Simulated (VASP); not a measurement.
# ScTa3 (P4/mmm) in VASP: single point with PBE

Aim: the single point of ScTa3 with PBE.

Everything below comes from runs of VASP 6.6.1. Logs are shortened: lines on timing, memory, paths and dates and some standing lists are left out, and cuts for length are marked.

### 1 The cell of the first run

Symmetry: P4/mmm, No. 123, tetragonal system. Conventional cell: a = 4.771 Å, b = 4.771 Å, c = 3.342 Å, α = 90.00°, β = 90.00°, γ = 90.00°. Sc (site symmetry 4/mmm) has 12 Ta at 2.91 to 3.37 Å and 2 Sc at 3.34 Å within 3.8 Å. Ta (site symmetry mmm) has 4 Sc at 2.91 Å and 10 Ta at 2.91 to 3.37 Å within 3.8 Å. Ta (site symmetry 4/mmm) has 10 Ta at 2.91 to 3.34 Å and 4 Sc at 3.37 Å within 3.8 Å.

### 2 Single point, PBE

File INCAR:

```
ALGO     = Fast           # electronic algorithm
EDIFF    = 1E-7           # SCF threshold, eV
ENCUT    = 520            # plane-wave cutoff, eV
GGA      = PE             # functional
ISIF     = 2              # what is computed and relaxed
ISMEAR   = 0              # smearing method
LASPH    = T              # aspherical terms in the spheres
LCHARG   = F              # write CHGCAR
LREAL    = F              # projectors in reciprocal space
LWAVE    = F              # write WAVECAR
NBANDS   = 30             # bands
NELM     = 60             # most SCF steps
PREC     = Accurate       # precision mode
SIGMA    = 0.1            # smearing width, eV
```

File KPOINTS:

```
k-points
0
Gamma
  12 12 12
```

File POSCAR:

```
ScTa3
1.0
    4.7712626253      0.0000000000      0.0000000000
    0.0000000000      4.7712626253      0.0000000000
    0.0000000000      0.0000000000      3.3421796441
Sc Ta
1 3
Direct
    0.0000000000      0.0000000000      0.0000000000
    0.0000000000      0.5000000000      0.5000000000
    0.5000000000      0.0000000000      0.5000000000
    0.5000000000      0.5000000000      0.0000000000
```

Potentials or basis: VASP PAW PBE potentials, release 64 (Sc_sv, Ta_pv).

Run with:

```bash
$ cat potpaw_PBE.64/Sc_sv/POTCAR potpaw_PBE.64/Ta_pv/POTCAR > POTCAR
$ mpirun -np 1 vasp_std > vasp.out
```

OUTCAR:

```text
EDIFF = 1E-7
   ENCUT = 520
   GGA = PE
   ISIF = 2
   ISMEAR = 0
   LASPH = T
   LREAL = F
   NELM = 60
   PREC = Accurate

 ion  position               nearest neighbor table
   1  0.000  0.000  0.000-   2 2.91   3 2.91   2 2.91   3 2.91   2 2.91   2 2.91   3 2.91   3 2.91
                             4 3.37   4 3.37   4 3.37   4 3.37
   2  0.000  0.500  0.500-   1 2.91   4 2.91   1 2.91   4 2.91   1 2.91   1 2.91   4 2.91   4 2.91
                             3 3.37   3 3.37   3 3.37   3 3.37
   3  0.500  0.000  0.500-   1 2.91   4 2.91   1 2.91   4 2.91   4 2.91   4 2.91   1 2.91   1 2.91
                             2 3.37   2 3.37   2 3.37   2 3.37
   4  0.500  0.500  0.000-   2 2.91   3 2.91   2 2.91   3 2.91   3 2.91   3 2.91   2 2.91   2 2.91
                             1 3.37   1 3.37   1 3.37   1 3.37

  LATTYP: Found a simple tetragonal cell.
 ALAT       =     4.7712626253
 C/A-ratio  =     0.7004811738

  Lattice vectors:

 A1 = (   4.7712626253,   0.0000000000,   0.0000000000)
 A2 = (   0.0000000000,   4.7712626253,   0.0000000000)
 A3 = (   0.0000000000,   0.0000000000,   3.3421796441)

Analysis of symmetry for initial positions (statically):
=====================================================================
 Subroutine PRICEL returns:
 Original cell was already a primitive cell.

 Routine SETGRP: Setting up the symmetry group for a
 simple tetragonal supercell.

 Subroutine GETGRP returns: Found 16 space group operations
 (whereof 16 operations were pure point group operations)
 out of a pool of 16 trial point group operations.

The static configuration has the point symmetry D_4h.

Analysis of symmetry for dynamics (positions and initial velocities):
=====================================================================
 Subroutine PRICEL returns:
 Original cell was already a primitive cell.

 Routine SETGRP: Setting up the symmetry group for a
 simple tetragonal supercell.

 Subroutine GETGRP returns: Found 16 space group operations
 (whereof 16 operations were pure point group operations)
 out of a pool of 16 trial point group operations.

The dynamic configuration has the point symmetry D_4h.

 Subroutine INISYM returns: Found 16 space group operations
 (whereof 16 operations are pure point group operations),
[... 96 lines left out ...]
   LSORBIT =      F    spin-orbit coupling
   LASPH  =      T    aspherical Exc in radial PAW
   ENCUT  =  520.0 eV  38.22 Ry    6.18 a.u.   8.87  8.87  6.21*2*pi/ulx,y,z
   NELM   =     60;   NELMIN=  2; NELMDL= -5     # of ELM steps
   EDIFF  = 0.1E-06   stopping-criterion for ELM
   LREAL  =      F    real-space projection
   EDIFFG = 0.1E-05   stopping-criterion for IOM
   NSW    =      0    number of steps for IOM
   IBRION =     -1    ionic relax: 0-MD 1-quasi-New 2-CG
   NFREE  =      0    steps in history (QN), initial steepest desc. (CG)
   ISIF   =      2    stress and relaxation
   ISYM   =      2    0-nonsym 1-usesym 2-fastsym
   POTIM  = 0.5000    time-step for ionic-motion
   TEBEG  =    0.0;   TEEND  =   0.0 temperature during run
   PSTRESS=    0.0 pullay stress
   NELECT =      44.0000    total number of electrons
   NUPDOWN=      -1.0000    fix difference up-down
   EMIN   =  10.00;   EMAX   =-10.00  energy-range for DOS
   EFERMI =   0.00;   METHOD = LEGACY
   ISMEAR =     0;   SIGMA  =   0.10  broadening in eV -4-tet -1-fermi 0-gaus
   EFERMI_NEDOS =   21; number of points for ismear=-14 and -15
   IALGO  =     68    algorithm
   IMIX   =      4    mixing-type and parameters
     AMIX     =   0.40;   BMIX     =  1.00
     AMIX_MAG =   1.60;   BMIX_MAG =  1.00
  volume/ion in A,a.u.               =      19.02       128.36
  Fermi-wavevector in a.u.,A,eV,Ry     =   1.363935  2.577463 25.311161  1.860318
  Thomas-Fermi vector in A             =   2.490294
   LORBIT       =      0    0 simple, 1 ext, 2 COOP (PROOUT), +10 PAW based schemes
   GGA     = PE    functional components
   LHFCALC =     F    Hartree Fock is set to
   AEXX    =    0.0000 exact exchange contribution
   IVDW    =     0    specifies the selected vdW correction
   LEPSILON=     F    determine dielectric tensor
   LRPA    =     F    only Hartree local field effects (RPA)
 non-spin polarized calculation
 RMM-DIIS sequential band-by-band and
 Gauss-broadening in eV      SIGMA  =   0.10
  energy-cutoff  :      520.00
  volume of cell :       76.08
 maximum number of plane-waves:      2100
 NGX is ok and might be reduce to    36
   NGX = 17   NGY = 17   NGZ = 13

 number of electron      43.9999993 magnetization

 Free energy of the ion-electron system (eV)
  ---------------------------------------------------
  ext. energy  EPLUGINS =         0.00000000
  ---------------------------------------------------
  free energy    TOTEN  =       -40.79595919 eV

  energy without entropy =      -40.76646669  energy(sigma->0) =      -40.78121294

 E-fermi :   5.1324     XC(G=0): -12.0050

 val. band max:        5.1261076489   @ k =   0.3333   0.0833   0.0000
 cond. band min:       5.1359072142   @ k =   0.4167   0.2500   0.0833
 fundamental gap:      0.0097995654
 Fermi energy:         5.1324361414

 k-point     1 :       0.0000    0.0000    0.0000
  band No.  band energies     occupation
      1     -43.2076      2.00000
      2     -29.0751      2.00000
      3     -29.0751      2.00000
      4     -28.8319      2.00000
      5     -28.8180      2.00000
      6     -28.8180      2.00000
[... 781 lines left out ...]
     29       7.6651      0.00000
     30       7.7136      0.00000

 [... further k-points ...]

------------------------ aborting loop because EDIFF is reached ----------------------------------------

  FORCE on cell =-STRESS in cart. coord.  units (eV):
  Direction    XX          YY          ZZ          XY          YZ          ZX
  --------------------------------------------------------------------------------------
  -------------------------------------------------------------------------------------
  Total        0.0667937      0.0667937      0.0192456      0.0000000      0.0000000      0.0000000
  in kB        1.4065314      1.4065314      0.4052706      0.0000000      0.0000000      0.0000000
  external PRESSURE =       1.0727778 kB  Pullay stress =       0.0000000 kB

 VOLUME and BASIS-vectors are now :
 -----------------------------------------------------------------------------
  energy-cutoff  :      520.00
  volume of cell :       76.08
      direct lattice vectors                 reciprocal lattice vectors
     4.771262625  0.000000000  0.000000000     0.209588128  0.000000000  0.000000000
     0.000000000  4.771262625  0.000000000     0.000000000  0.209588128  0.000000000
     0.000000000  0.000000000  3.342179644     0.000000000  0.000000000  0.299205939

 POSITION                                       TOTAL-FORCE (eV/Angst)
 -----------------------------------------------------------------------------------
      0.00000      0.00000      0.00000         0.000000      0.000000      0.000000
      0.00000      2.38563      1.67109         0.000000      0.000000      0.000000
      2.38563      0.00000      1.67109         0.000000      0.000000      0.000000
      2.38563      2.38563      0.00000         0.000000      0.000000      0.000000
 -----------------------------------------------------------------------------------
    total drift:                                0.000000      0.000000      0.000000

  FREE ENERGIE OF THE ION-ELECTRON SYSTEM (eV)
  ---------------------------------------------------
  free  energy   TOTEN  =       -40.7959591899 eV

  energy  without entropy=      -40.7664666911  energy(sigma->0) =      -40.78121294
```

stdout:

```text
POSCAR found type information on POSCAR ScTa
 POSCAR found :  2 types and       4 ions
 scaLAPACK will be used
 LDA part: xc-table for (Slater+PW92), standard interpolation
 POSCAR, INCAR and KPOINTS ok, starting setup
 FFT: planning ... GRIDC
 FFT: planning ... GRID_SOFT
 FFT: planning ... GRID
 WAVECAR not read
 entering main loop
```

Run time: 5.8 min. Hardware: 1 thread of Intel Xeon Platinum 8488C (Sapphire Rapids), shared host; peak memory 0.49 GiB.

Results:

| Item | Value |
| --- | --- |
| Free energy | -40.7960 eV |
| Pressure | 0.1 GPa |
| Band gap on the k mesh | zero (bands 22 and 23 overlap by 1.98 eV) |

Stress tensor (GPa, compression positive):
```
0.14 0.00 0.00
0.00 0.14 0.00
0.00 0.00 0.04
```

Caveat: spin-orbit coupling is left out, which moves the levels of the heavy elements.
